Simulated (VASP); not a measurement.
The system is CdS.

```
CELL_PARAMETERS angstrom
4.40853 0.00000 0.00000
-2.20426 3.81790 0.00000
0.00000 0.00000 5.74812
ATOMIC_POSITIONS crystal
Cd 0.33333 0.66667 0.25000
Cd 0.66667 0.33333 0.75000
S 0.66667 0.33333 0.25000
S 0.33333 0.66667 0.75000
```

Base run:

| Property | Result |
| --- | --- |
| Program | VASP 6.6.1 |
| Functional | PBE |
| Potentials or basis | VASP PAW PBE potentials, release 64 (Cd, S) |
| Cutoff | 520 eV |
| k mesh | 6 × 6 × 4 |
| Occupations | gaussian, width 0.01 eV |
| Spin | no spin polarisation |

Its results: band gap on the k mesh 0.99 eV (least direct gap 1.26 eV); pressure 1.8 GPa.

Q: The run is repeated on the same cell with these changes: functional from PBE to r2SCAN; further incar settings from ALGO = Normal; EDIFF = 1e-07; NBANDS = 26 to ALGO = Normal; EDIFF = 1e-06; NBANDS = 26. What comes out?

A: Band gap on the k mesh 1.46 eV (least direct gap 1.73 eV); pressure 0.4 GPa.

Caveats: the PAW data sets were made with another functional, which shifts forces and pressure a little (at least some runs).

A k mesh can miss the band edges.
